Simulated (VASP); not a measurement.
# PtSe2 in VASP: further runs

PtSe2 is run at these levels: PBE, PBE+D3(BJ); tasks: single point.

Everything below comes from runs of VASP 6.6.1. Logs are shortened: lines on timing, memory, paths and dates and some standing lists are left out, and cuts for length are marked.

## 1. The cell of the first run

The cell holds a sheet with vacuum, 12 atoms: a = 3.754 Å, b = 3.754 Å, c = 59.332 Å, α = 90.00°, β = 90.00°, γ = 120.00°.

## 2. Single point, PBE

INCAR

```
SYSTEM = PtSe2
ALGO = Normal
DIPOL = 0.5 0.5 0.289
EDIFF = 1E-6
ENCUT = 520
GGA = PE
IDIPOL = 3
ISIF = 2
ISMEAR = 0
LASPH = .TRUE.
LCHARG = .FALSE.
LDIPOL = .TRUE.
LREAL = .FALSE.
LWAVE = .FALSE.
NBANDS = 56
NELM = 100
PREC = Accurate
SIGMA = 0.03
```

KPOINTS

```
k-points
0
G
  12 12 1
  0 0 0
```

POSCAR

```
PtSe2
1.0
    3.7535057520      0.0000000000      0.0000000000
   -1.8767528760      3.2506313345      0.0000000000
    0.0000000000      0.0000000000     59.3320000012
Pt Se
4 8
Direct
    0.0000000000      0.0000000000      0.1653244671
    0.0000000000      0.0000000000      0.2475878009
    0.0000000000      0.0000000000      0.3296386536
    0.0000000000      0.0000000000      0.4119019874
    0.3333333333      0.6666666667      0.1868680686
    0.6666666667      0.3333333333      0.1432206522
    0.3333333333      0.6666666667      0.2693198141
    0.6666666667      0.3333333333      0.2258532469
    0.3333333333      0.6666666667      0.3513732076
    0.6666666667      0.3333333333      0.3079066404
    0.3333333333      0.6666666667      0.4340058023
    0.6666666667      0.3333333333      0.3903583859
```

Potentials or basis: VASP PAW PBE potentials, release 64 (Pt, Se).

Launch:

```console
$ cat potpaw_PBE.64/Pt/POTCAR potpaw_PBE.64/Se/POTCAR > POTCAR
$ mpirun -np 1 vasp_std > vasp.out
```

OUTCAR:

```text
SYSTEM = PtSe2
   EDIFF = 1E-6
   ENCUT = 520
   GGA = PE
   ISIF = 2
   ISMEAR = 0
   LASPH = .TRUE.
   LREAL = .FALSE.
   NELM = 100
   PREC = Accurate

 ion  position               nearest neighbor table
   1  0.000  0.000  0.165-   5 2.52   5 2.52   5 2.52   6 2.53   6 2.53   6 2.53
   2  0.000  0.000  0.248-   7 2.52   7 2.52   7 2.52   8 2.52   8 2.52   8 2.52
   3  0.000  0.000  0.330-  10 2.52  10 2.52  10 2.52   9 2.52   9 2.52   9 2.52
   4  0.000  0.000  0.412-  12 2.52  12 2.52  12 2.52  11 2.53  11 2.53  11 2.53
   5  0.333  0.667  0.187-   1 2.52   1 2.52   1 2.52
   6  0.667  0.333  0.143-   1 2.53   1 2.53   1 2.53
   7  0.333  0.667  0.269-   2 2.52   2 2.52   2 2.52
   8  0.667  0.333  0.226-   2 2.52   2 2.52   2 2.52
   9  0.333  0.667  0.351-   3 2.52   3 2.52   3 2.52
  10  0.667  0.333  0.308-   3 2.52   3 2.52   3 2.52
  11  0.333  0.667  0.434-   4 2.53   4 2.53   4 2.53
  12  0.667  0.333  0.390-   4 2.52   4 2.52   4 2.52

  LATTYP: Found a hexagonal cell.
 ALAT       =     3.7535057520
 C/A-ratio  =    15.8070891378

  Lattice vectors:

 A1 = (   3.7535057520,   0.0000000000,   0.0000000000)
 A2 = (  -1.8767528760,   3.2506313345,   0.0000000000)
 A3 = (   0.0000000000,   0.0000000000,  59.3320000012)

Analysis of symmetry for initial positions (statically):
=====================================================================
 Subroutine PRICEL returns:
 Original cell was already a primitive cell.

 Routine SETGRP: Setting up the symmetry group for a
 hexagonal supercell.

 Subroutine GETGRP returns: Found 12 space group operations
 (whereof  6 operations were pure point group operations)
 out of a pool of 24 trial point group operations.

The static configuration has the point symmetry C_3v.
 The point group associated with its full space group is D_3d.

Analysis of symmetry for dynamics (positions and initial velocities):
=====================================================================
 Subroutine PRICEL returns:
 Original cell was already a primitive cell.

 Routine SETGRP: Setting up the symmetry group for a
 hexagonal supercell.

 Subroutine GETGRP returns: Found 12 space group operations
 (whereof  6 operations were pure point group operations)
 out of a pool of 24 trial point group operations.

The dynamic configuration has the point symmetry C_3v.
 The point group associated with its full space group is D_3d.

 Subroutine INISYM returns: Found 12 space group operations
 (whereof  6 operations are pure point group operations),
 and found     1 'primitive' translations

[... 129 lines left out ...]
  volume/ion in A,a.u.               =      60.33       407.11
  Fermi-wavevector in a.u.,A,eV,Ry     =   0.810969  1.532510  8.948162  0.657671
  Thomas-Fermi vector in A             =   1.920243
   LORBIT       =      0    0 simple, 1 ext, 2 COOP (PROOUT), +10 PAW based schemes
   GGA     = PE    functional components
   LHFCALC =     F    Hartree Fock is set to
   AEXX    =    0.0000 exact exchange contribution
   IVDW    =     0    specifies the selected vdW correction
   LEPSILON=     F    determine dielectric tensor
   LRPA    =     F    only Hartree local field effects (RPA)
 non-spin polarized calculation
 Gauss-broadening in eV      SIGMA  =   0.03
  energy-cutoff  :      520.00
  volume of cell :      723.93
 maximum number of plane-waves:     19609
 NGX is ok and might be reduce to    28
   NGX = 13   NGY = 13   NGZ =221

 dipolmoment           0.000000      0.000000     -0.000004 electrons x Angstroem

 number of electron      87.9999990 magnetization

 dipolmoment           0.000000      0.000000      0.000000 electrons x Angstroem

 Free energy of the ion-electron system (eV)
  ---------------------------------------------------
  ext. energy  EPLUGINS =         0.00000000
  ---------------------------------------------------
  free energy    TOTEN  =       -56.88183556 eV

  energy without entropy =      -56.87924810  energy(sigma->0) =      -56.88054183

 E-fermi :  -0.9027     XC(G=0):  -3.8166

 val. band max:       -1.0523461349   @ k =   0.1667   0.0000   0.0000
 cond. band min:      -0.8979133988   @ k =   0.2500   0.0000   0.0000
 fundamental gap:      0.1544327361
 Fermi energy:        -0.9027213699

 k-point     1 :       0.0000    0.0000    0.0000
  band No.  band energies     occupation
      1     -16.6131      2.00000
      2     -16.3815      2.00000
      3     -16.0772      2.00000
      4     -15.8248      2.00000
      5     -14.9196      2.00000
      6     -14.4392      2.00000
[... 1110 lines left out ...]
     55       4.5471      0.00000
     56       5.2621      0.00000

------------------------ aborting loop because EDIFF is reached ----------------------------------------

 vacuum level on the upper side and lower side of the slab       (xc-potential included)        -0.005        -0.005

  FORCE on cell =-STRESS in cart. coord.  units (eV):
  Direction    XX          YY          ZZ          XY          YZ          ZX
  --------------------------------------------------------------------------------------
  -------------------------------------------------------------------------------------
  Total        5.2434198      5.2434198      4.4611909      0.0000000      0.0000000      0.0000000
  in kB       11.6046332     11.6046332      9.8734198      0.0000000      0.0000000      0.0000000
  external PRESSURE =      11.0275621 kB  Pullay stress =       0.0000000 kB

 VOLUME and BASIS-vectors are now :
 -----------------------------------------------------------------------------
  energy-cutoff  :      520.00
  volume of cell :      723.93
      direct lattice vectors                 reciprocal lattice vectors
     3.753505752  0.000000000  0.000000000     0.266417602  0.153816274  0.000000000
    -1.876752876  3.250631334  0.000000000     0.000000000  0.307632548  0.000000000
     0.000000000  0.000000000 59.332000001     0.000000000  0.000000000  0.016854311

 POSITION                                       TOTAL-FORCE (eV/Angst)
 -----------------------------------------------------------------------------------
      0.00000      0.00000      9.80903         0.000000     -0.000000     -0.120528
      0.00000      0.00000     14.68988         0.000000      0.000000     -0.004895
      0.00000      0.00000     19.55812         0.000000     -0.000000      0.004895
      0.00000      0.00000     24.43897         0.000000      0.000000      0.120528
     -0.00000      2.16709     11.08726         0.000000     -0.000000     -0.061873
      1.87675      1.08354      8.49757         0.000000      0.000000     -0.115447
     -0.00000      2.16709     15.97928         0.000000      0.000000     -0.017471
      1.87675      1.08354     13.40032         0.000000      0.000000      0.007952
     -0.00000      2.16709     20.84768        -0.000000      0.000000     -0.007952
      1.87675      1.08354     18.26872        -0.000000     -0.000000      0.017471
     -0.00000      2.16709     25.75043        -0.000000      0.000000      0.115447
      1.87675      1.08354     23.16074        -0.000000      0.000000      0.061873
 -----------------------------------------------------------------------------------
    total drift:                                0.000000     -0.000000     -0.000095

  FREE ENERGIE OF THE ION-ELECTRON SYSTEM (eV)
  ---------------------------------------------------
  free  energy   TOTEN  =       -56.8818355589 eV

  energy  without entropy=      -56.8792481047  energy(sigma->0) =      -56.88054183

 vacuum level on the upper side and lower side of the slab         3.763         3.763
```

stdout:

```text
POSCAR found type information on POSCAR PtSe
 POSCAR found :  2 types and      12 ions
 scaLAPACK will be used
 LDA part: xc-table for (Slater+PW92), standard interpolation
 -----------------------------------------------------------------------------
|                                                                             |
|           W    W    AA    RRRRR   N    N  II  N    N   GGGG   !!!           |
|           W    W   A  A   R    R  NN   N  II  NN   N  G    G  !!!           |
|           W    W  A    A  R    R  N N  N  II  N N  N  G       !!!           |
|           W WW W  AAAAAA  RRRRR   N  N N  II  N  N N  G  GGG   !            |
|           WW  WW  A    A  R   R   N   NN  II  N   NN  G    G                |
|           W    W  A    A  R    R  N    N  II  N    N   GGGG   !!!           |
|                                                                             |
|     One of the lattice vectors is very long (>50 A), but AMIN is rather     |
|     large. This can spoil convergence since charge sloshing might occur     |
|     along the long lattice vector. If problems with convergence are         |
|     observed, try to decrease AMIN to a smaller value (e.g. 0.01).          |
|     Note: This warning only applies if the self-consistency cycle is        |
|     used.                                                                   |
|                                                                             |
 -----------------------------------------------------------------------------

 POSCAR, INCAR and KPOINTS ok, starting setup
 FFT: planning ... GRIDC
 FFT: planning ... GRID_SOFT
 FFT: planning ... GRID
 WAVECAR not read
 entering main loop
```

Run time: 17 min. Hardware: 1 thread of Intel Xeon 6975P-C (Granite Rapids), shared host; peak memory 1.1 GiB.

Results:

```
Free energy            : -56.8818 eV
Largest force          : 0.121 eV/Å
Band gap on the k mesh : zero (band 44 reaches -0.66 eV, above the bottom of band 45 at -0.90 eV)
```

Forces in eV/Å, atoms in the order of the input:
```
Pt   0.000  0.000 -0.121
Pt   0.000  0.000 -0.005
Pt   0.000  0.000  0.005
Pt   0.000  0.000  0.121
Se   0.000  0.000 -0.062
Se   0.000  0.000 -0.115
Se   0.000  0.000 -0.017
Se   0.000  0.000  0.008
Se   0.000  0.000 -0.008
Se   0.000  0.000  0.017
Se   0.000  0.000  0.115
Se   0.000  0.000  0.062
```

Levels at points of the mesh, in eV from the Fermi level:
| k point | band 41 | band 42 | band 43 | band 44 | band 45 | band 46 | band 47 | band 48 |
| --- | --- | --- | --- | --- | --- | --- | --- | --- |
| (0.00, 0.00, 0.00) | -1.10 | -1.10 | -0.55 | 0.24 | 1.16 | 1.16 | 1.53 | 1.53 |
| (0.50, 0.00, 0.00) | -2.75 | -2.60 | -1.98 | -1.47 | 0.59 | 0.74 | 1.06 | 1.24 |

Caveat: spin-orbit coupling is left out, which moves the levels of the heavy elements.

[end of part 1 of 2]
